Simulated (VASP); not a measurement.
# SnSe in VASP: notebook

Runs on SnSe. Level: PBEsol+D3(BJ). Tasks: single point.

All numbers are computed with VASP 6.6.1; they aren't measurements. Logs are shortened: lines on timing, memory, paths and dates and some standing lists are left out, and cuts for length are marked.

### Step 1. The cell of the first run

The typed cell holds 4 atoms: a = 3.946 Å, b = 3.946 Å, c = 6.720 Å, α = 90.00°, β = 90.00°, γ = 90.00°.

### Step 2. Single point, PBEsol+D3(BJ)

File INCAR:

```
PREC = Accurate
ENCUT = 520
EDIFF = 1E-6
ISMEAR = 0
SIGMA = 0.03
LREAL = False
LASPH = True
NELM = 100
ALGO = Normal
ISIF = 2
LWAVE = False
LCHARG = False
GGA = PS
IVDW = 12
NBANDS = 28
```

File KPOINTS:

```
regular mesh
0
Gamma
  8 8 6
```

File POSCAR:

```
SnSe
1.0
    3.9456558390      0.0000000000      0.0000000000
    0.0000000000      3.9456558390      0.0000000000
    0.0000000000      0.0000000000      6.7200000000
Sn Se
2 2
Direct
    0.5000000000      0.0000000000      0.2500241371
    0.0000000000      0.5000000000      0.7499758629
    0.5000000000      0.0000000000      0.7499817524
    0.0000000000      0.5000000000      0.2500182476
```

Potentials or basis: VASP PAW PBE potentials, release 64 (Sn_d, Se).

Command:

```
$ cat potpaw_PBE.64/Sn_d/POTCAR potpaw_PBE.64/Se/POTCAR > POTCAR
$ mpirun -np 1 vasp_std > vasp.out
```

OUTCAR:

```text
PREC = Accurate
   ENCUT = 520
   EDIFF = 1E-6
   ISMEAR = 0
   LREAL = False
   LASPH = True
   NELM = 100
   ISIF = 2
   GGA = PS
   IVDW = 12
 IVDW          = 12

 ion  position               nearest neighbor table
   1  0.500  0.000  0.250-   4 2.79   4 2.79   4 2.79   4 2.79
   2  0.000  0.500  0.750-   3 2.79   3 2.79   3 2.79   3 2.79
   3  0.500  0.000  0.750-   2 2.79   2 2.79   2 2.79   2 2.79
   4  0.000  0.500  0.250-   1 2.79   1 2.79   1 2.79   1 2.79

  LATTYP: Found a simple tetragonal cell.
 ALAT       =     3.9456558390
 C/A-ratio  =     1.7031389138

  Lattice vectors:

 A1 = (   3.9456558390,   0.0000000000,   0.0000000000)
 A2 = (   0.0000000000,   3.9456558390,   0.0000000000)
 A3 = (   0.0000000000,   0.0000000000,   6.7200000000)

Analysis of symmetry for initial positions (statically):
=====================================================================
 Subroutine PRICEL returns:
 Original cell was already a primitive cell.

 Routine SETGRP: Setting up the symmetry group for a
 simple tetragonal supercell.

 Subroutine GETGRP returns: Found 16 space group operations
 (whereof  8 operations were pure point group operations)
 out of a pool of 16 trial point group operations.

The static configuration has the point symmetry D_2d.
 The point group associated with its full space group is D_4h.

Analysis of symmetry for dynamics (positions and initial velocities):
=====================================================================
 Subroutine PRICEL returns:
 Original cell was already a primitive cell.

 Routine SETGRP: Setting up the symmetry group for a
 simple tetragonal supercell.

 Subroutine GETGRP returns: Found 16 space group operations
 (whereof  8 operations were pure point group operations)
 out of a pool of 16 trial point group operations.

The dynamic configuration has the point symmetry D_2d.
 The point group associated with its full space group is D_4h.

 Subroutine INISYM returns: Found 16 space group operations
 (whereof  8 operations are pure point group operations),
 and found     1 'primitive' translations

----------------------------------------------------------------------------------------

                                     Primitive cell

  volume of cell :     104.6183

  direct lattice vectors                    reciprocal lattice vectors
     3.945655839  0.000000000  0.000000000     0.253443291  0.000000000  0.000000000
     0.000000000  3.945655839  0.000000000     0.000000000  0.253443291  0.000000000
     0.000000000  0.000000000  6.720000000     0.000000000  0.000000000  0.148809524

[... 90 lines left out ...]
   NSW    =      0    number of steps for IOM
   IBRION =     -1    ionic relax: 0-MD 1-quasi-New 2-CG
   NFREE  =      0    steps in history (QN), initial steepest desc. (CG)
   ISIF   =      2    stress and relaxation
   ISYM   =      2    0-nonsym 1-usesym 2-fastsym
   POTIM  = 0.5000    time-step for ionic-motion
   TEBEG  =    0.0;   TEEND  =   0.0 temperature during run
   PSTRESS=    0.0 pullay stress
   NELECT =      40.0000    total number of electrons
   NUPDOWN=      -1.0000    fix difference up-down
   EMIN   =  10.00;   EMAX   =-10.00  energy-range for DOS
   EFERMI =   0.00;   METHOD = LEGACY
   ISMEAR =     0;   SIGMA  =   0.03  broadening in eV -4-tet -1-fermi 0-gaus
   EFERMI_NEDOS =   21; number of points for ismear=-14 and -15
   IALGO  =     38    algorithm
   IMIX   =      4    mixing-type and parameters
     AMIX     =   0.40;   BMIX     =  1.00
     AMIX_MAG =   1.60;   BMIX_MAG =  1.00
  volume/ion in A,a.u.               =      26.15       176.50
  Fermi-wavevector in a.u.,A,eV,Ry     =   1.188207  2.245386 19.209208  1.411837
  Thomas-Fermi vector in A             =   2.324342
   LORBIT       =      0    0 simple, 1 ext, 2 COOP (PROOUT), +10 PAW based schemes
   GGA     = PS    functional components
   LHFCALC =     F    Hartree Fock is set to
   AEXX    =    0.0000 exact exchange contribution
   IVDW    =    12    specifies the selected vdW correction
   LEPSILON=     F    determine dielectric tensor
   LRPA    =     F    only Hartree local field effects (RPA)
 non-spin polarized calculation
 Gauss-broadening in eV      SIGMA  =   0.03
  energy-cutoff  :      520.00
  volume of cell :      104.62
 maximum number of plane-waves:      2861
 NGX is ok and might be reduce to    30
   NGX = 15   NGY = 15   NGZ = 25

 number of electron      40.0000010 magnetization

 Free energy of the ion-electron system (eV)
  ---------------------------------------------------
  ext. energy  EPLUGINS =         0.00000000
  ---------------------------------------------------
  free energy    TOTEN  =       -17.16429434 eV

  energy without entropy =      -17.16383584  energy(sigma->0) =      -17.16406509

 E-fermi :   6.1770     XC(G=0):  -9.9190

 val. band max:        6.1091859739   @ k =   0.5000   0.0000   0.3333
 cond. band min:       6.1794571039   @ k =   0.3750   0.0000   0.5000
 fundamental gap:      0.0702711300
 Fermi energy:         6.1769982347

 k-point     1 :       0.0000    0.0000    0.0000
  band No.  band energies     occupation
      1     -15.6367      2.00000
      2     -15.6182      2.00000
      3     -15.5703      2.00000
      4     -15.5703      2.00000
      5     -15.5580      2.00000
      6     -15.5580      2.00000
[... 733 lines left out ...]
     27      12.1742      0.00000
     28      12.1742      0.00000

 [... further k-points ...]

------------------------ aborting loop because EDIFF is reached ----------------------------------------

 Edisp (eV)   -1.37973

 E8    (eV) :    -0.9278

  FORCE on cell =-STRESS in cart. coord.  units (eV):
  Direction    XX          YY          ZZ          XY          YZ          ZX
  --------------------------------------------------------------------------------------
  -------------------------------------------------------------------------------------
  Total       5.43119     5.43119    -5.80442     0.00000     0.00000     0.00000
  in kB      83.17593    83.17593   -88.89186     0.00000     0.00000     0.00000
  external pressure =       25.82 kB  Pullay stress =        0.00 kB

 VOLUME and BASIS-vectors are now :
 -----------------------------------------------------------------------------
  energy-cutoff  :      520.00
  volume of cell :      104.62
      direct lattice vectors                 reciprocal lattice vectors
     3.945655839  0.000000000  0.000000000     0.253443291  0.000000000  0.000000000
     0.000000000  3.945655839  0.000000000     0.000000000  0.253443291  0.000000000
     0.000000000  0.000000000  6.720000000     0.000000000  0.000000000  0.148809524

 POSITION                                       TOTAL-FORCE (eV/Angst)
 -----------------------------------------------------------------------------------
      1.97283      0.00000      1.68016         0.000000      0.000000      0.000265
      0.00000      1.97283      5.03984         0.000000      0.000000     -0.000265
      1.97283      0.00000      5.03988         0.000000     -0.000000     -0.000118
      0.00000      1.97283      1.68012         0.000000      0.000000      0.000118
 -----------------------------------------------------------------------------------
    total drift:                                0.000000      0.000000      0.000000

  FREE ENERGIE OF THE ION-ELECTRON SYSTEM (eV)
  ---------------------------------------------------
  free  energy   TOTEN  =       -18.5440282053 eV

  energy  without entropy=      -18.5435697112  energy(sigma->0) =      -18.54379896
```

stdout:

```text
POSCAR found type information on POSCAR SnSe
 POSCAR found :  2 types and       4 ions
 scaLAPACK will be used
 -----------------------------------------------------------------------------
|                                                                             |
|                                                                             |
|     You enforced a specific xc type in the INCAR file but a different       |
|     I HOPE YOU KNOW WHAT YOU ARE DOING!                                     |
|                                                                             |
 -----------------------------------------------------------------------------

 LDA part: xc-table for (Slater+PW92), standard interpolation
 POSCAR, INCAR and KPOINTS ok, starting setup
 FFT: planning ... GRIDC
 FFT: planning ... GRID_SOFT
 FFT: planning ... GRID
 WAVECAR not read
 entering main loop
```

Run time: 1.8 min. Hardware: 1 thread of Intel Xeon Platinum 8488C (Sapphire Rapids), shared host; peak memory 0.3 GiB.

Results:

```
Free energy                : -18.5440 eV
Pressure                   : 2.6 GPa
Band gap on the k mesh     : zero (band 20 reaches 6.54 eV, above the bottom of band 21 at 5.87 eV)
Dispersion energy per atom : -0.345 eV
```

Caveat: the PAW data sets were made with another functional, which shifts forces and pressure a little; spin-orbit coupling is left out, which moves the levels of the heavy elements; pairwise dispersion overbinds metals, which lowers pressure and volume.

### Step 3. Single point, PBEsol+D3(BJ)

This run uses another cell than the first one, of 26.25 Å³/atom, 1.004 times its volume.

File INCAR:

```
SYSTEM = SnSe
PREC     = Accurate       ! precision mode
ENCUT    = 520            ! plane-wave cutoff, eV
EDIFF    = 1E-6           ! SCF threshold, eV
ISMEAR   = 0              ! smearing method
SIGMA    = 0.03           ! smearing width, eV
LREAL    = .False.        ! projectors in reciprocal space
LASPH    = .True.         ! aspherical terms in the spheres
NELM     = 100            ! most SCF steps
ALGO     = Normal         ! electronic algorithm
ISIF     = 2              ! what is computed and relaxed
LWAVE    = .False.        ! write WAVECAR
LCHARG   = .False.        ! write CHGCAR
GGA      = PS             ! functional
IVDW     = 12             ! dispersion correction
NBANDS   = 28             ! bands
```

File KPOINTS:

```
Automatic mesh
0
Gamma
  8 8 6
  0 0 0
```

File POSCAR:

```
SnSe
1.0
    4.0494591145      0.0000000000      0.0000000000
    0.0000000000      4.0494591145      0.0000000000
    0.0000000000      0.0000000000      6.4028000000
Sn Se
2 2
Direct
    0.5000000000      0.0000000000      0.2500241371
    0.0000000000      0.5000000000      0.7499758629
    0.5000000000      0.0000000000      0.7499817524
    0.0000000000      0.5000000000      0.2500182476
```

Potentials or basis: VASP PAW PBE potentials, release 64 (Sn_d, Se).

Command:

```
$ cat potpaw_PBE.64/Sn_d/POTCAR potpaw_PBE.64/Se/POTCAR > POTCAR
$ mpirun -np 1 vasp_std > vasp.out
```

OUTCAR:

```text
SYSTEM = SnSe
   PREC = Accurate
   ENCUT = 520
   EDIFF = 1E-6
   ISMEAR = 0
   LREAL = .False.
   LASPH = .True.
   NELM = 100
   ISIF = 2
   GGA = PS
   IVDW = 12
 IVDW          = 12

 ion  position               nearest neighbor table
   1  0.500  0.000  0.250-   4 2.86   4 2.86   4 2.86   4 2.86   3 3.20   3 3.20
   2  0.000  0.500  0.750-   3 2.86   3 2.86   3 2.86   3 2.86   4 3.20   4 3.20
   3  0.500  0.000  0.750-   2 2.86   2 2.86   2 2.86   2 2.86   1 3.20   1 3.20
   4  0.000  0.500  0.250-   1 2.86   1 2.86   1 2.86   1 2.86   2 3.20   2 3.20

  LATTYP: Found a simple tetragonal cell.
 ALAT       =     4.0494591145
[... 949 lines left out ...]
  --------------------------------------------------------------------------------------
  -------------------------------------------------------------------------------------
  Total       2.35368     2.35368    -5.42028     0.00000     0.00000     0.00000
  in kB      35.91654    35.91654   -82.71199     0.00000     0.00000     0.00000
  external pressure =       -3.63 kB  Pullay stress =        0.00 kB

 VOLUME and BASIS-vectors are now :
 -----------------------------------------------------------------------------
  energy-cutoff  :      520.00
  volume of cell :      104.99
      direct lattice vectors                 reciprocal lattice vectors
     4.049459115  0.000000000  0.000000000     0.246946560  0.000000000  0.000000000
     0.000000000  4.049459115  0.000000000     0.000000000  0.246946560  0.000000000
     0.000000000  0.000000000  6.402800000     0.000000000  0.000000000  0.156181671

 POSITION                                       TOTAL-FORCE (eV/Angst)
 -----------------------------------------------------------------------------------
      2.02473      0.00000      1.60085        -0.000000      0.000000      0.000044
      0.00000      2.02473      4.80195        -0.000000      0.000000     -0.000044
      2.02473      0.00000      4.80198        -0.000000      0.000000     -0.000045
      0.00000      2.02473      1.60082         0.000000      0.000000      0.000045
 -----------------------------------------------------------------------------------
    total drift:                                0.000000      0.000000      0.000000

  FREE ENERGIE OF THE ION-ELECTRON SYSTEM (eV)
  ---------------------------------------------------
  free  energy   TOTEN  =       -19.0139222630 eV

  energy  without entropy=      -19.0139040472  energy(sigma->0) =      -19.01391316
```

Run time: 1.7 min. Hardware: 1 thread of Intel Xeon Platinum 8488C (Sapphire Rapids), shared host; peak memory 0.29 GiB.

Results:

| Property | Result |
| --- | --- |
| Free energy | -19.0139 eV |
| Pressure | -0.4 GPa |
| Band gap on the k mesh | zero (band 20 reaches 6.17 eV, above the bottom of band 21 at 6.03 eV) |
| Dispersion energy per atom | -0.343 eV |

Levels at points of the mesh, in eV from the Fermi level:
| k point | band 18 | band 19 | band 20 | band 21 | band 22 | band 23 |
| --- | --- | --- | --- | --- | --- | --- |
| (0.00, 0.00, 0.00) | -2.90 | -2.90 | -1.97 | 2.70 | 2.80 | 5.01 |
| (0.50, 0.00, 0.00) | -2.24 | -0.15 | -0.15 | 0.99 | 0.99 | 1.51 |
| (0.50, 0.50, 0.00) | -4.80 | -3.54 | -3.54 | 2.48 | 2.48 | 3.87 |
| (0.00, 0.00, 0.50) | -3.46 | -2.79 | -2.79 | 1.93 | 1.93 | 3.56 |
| (0.50, 0.00, 0.50) | -2.17 | -0.45 | -0.45 | 0.67 | 0.67 | 0.84 |
| (0.50, 0.50, 0.50) | -5.56 | -1.59 | -1.59 | 0.94 | 0.94 | 4.52 |

Caveat: the PAW data sets were made with another functional, which shifts forces and pressure a little; spin-orbit coupling is left out, which moves the levels of the heavy elements; pairwise dispersion overbinds metals, which lowers pressure and volume.

### Step 4. Single point, PBEsol+D3(BJ)

This run uses another cell than the first one, of 27.55 Å³/atom, 1.053 times its volume.

INCAR is that of step 3.

KPOINTS is that of step 3.

Changes to POSCAR since step 3:

```diff
@@ -4,3 +4,3 @@
     0.0000000000      4.0494591145      0.0000000000
-    0.0000000000      0.0000000000      6.4028000000
+    0.0000000000      0.0000000000      6.7200000000
 Sn Se
```

Command:

```
$ cat potpaw_PBE.64/Sn_d/POTCAR potpaw_PBE.64/Se/POTCAR > POTCAR
$ mpirun -np 1 vasp_std > vasp.out
```

It took 96 s on 1 thread of Intel Xeon Platinum 8488C (Sapphire Rapids), shared host; peak memory 0.3 GiB.

The run converged. Its results:

```
Free energy                : -18.7263 eV
Pressure                   : -1.4 GPa
Band gap on the k mesh     : zero (band 20 reaches 5.72 eV, above the bottom of band 21 at 5.43 eV)
Dispersion energy per atom : -0.327 eV
```

Stress tensor (GPa, compression positive):
```
 2.46  0.00  0.00
 0.00  2.46  0.00
 0.00  0.00 -9.21
```

Levels at points of the mesh, in eV from the Fermi level:
| k point | band 16 | band 17 | band 18 | band 19 | band 20 | band 21 | band 22 | band 23 | band 24 | band 25 |
| --- | --- | --- | --- | --- | --- | --- | --- | --- | --- | --- |
| (0.00, 0.00, 0.00) | -3.78 | -3.78 | -2.98 | -2.98 | -1.85 | 2.15 | 2.97 | 4.34 | 4.81 | 5.23 |
| (0.50, 0.00, 0.00) | -3.74 | -2.15 | -2.15 | 0.00 | 0.00 | 0.84 | 0.84 | 1.46 | 1.46 | 2.21 |
| (0.50, 0.50, 0.00) | -5.97 | -4.92 | -4.92 | -3.21 | -3.21 | 2.58 | 2.58 | 3.12 | 3.12 | 6.29 |
| (0.00, 0.00, 0.50) | -3.41 | -3.41 | -3.41 | -3.05 | -3.05 | 1.82 | 1.82 | 3.63 | 3.63 | 5.22 |
| (0.50, 0.00, 0.50) | -2.47 | -2.11 | -2.11 | -0.53 | -0.53 | 0.57 | 0.57 | 0.81 | 0.81 | 1.29 |
| (0.50, 0.50, 0.50) | -5.50 | -5.50 | -5.50 | -1.78 | -1.78 | 0.80 | 0.80 | 4.39 | 4.39 | 4.39 |

Caveat: the PAW data sets were made with another functional, which shifts forces and pressure a little; spin-orbit coupling is left out, which moves the levels of the heavy elements; pairwise dispersion overbinds metals, which lowers pressure and volume.

(Continued in part 2 of 2.)
